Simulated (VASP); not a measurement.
Runs of VASP 6.6.1 on NaSc. The typed cell holds 2 atoms: a = 4.169 Å, b = 4.169 Å, c = 4.169 Å, α = 48.94°, β = 48.94°, γ = 48.94°. 

| k mesh | smearing | gap on the mesh (eV) | pressure (GPa) | largest force (eV/Å) |
| --- | --- | --- | --- | --- |
| 10 × 10 × 10 | gaussian 0.05 eV | none | 19.6 | 0.19 |
| 13 × 13 × 13 | gaussian 0.05 eV | none | 19.6 | 0.19 |
| 8 × 8 × 8 | gaussian 0.05 eV | none | (a) | 0.19 |
| 7 × 7 × 7 | fermi-dirac 0.1 eV | none | 19.8 | 0.19 |

Alike in all rows: task single point; level PBE; potentials or basis VASP PAW PBE potentials, release 64 (Na_pv, Sc_sv); no spin polarisation; cell as given; cutoff (eV) 520.

Problem. Estimate the missing entries.

Solution. (a) 19.5.

Caveats: the stress differs along the axes, from 17 to 25 GPa.

A gap of «none» marks levels without a gap at the run's occupations.
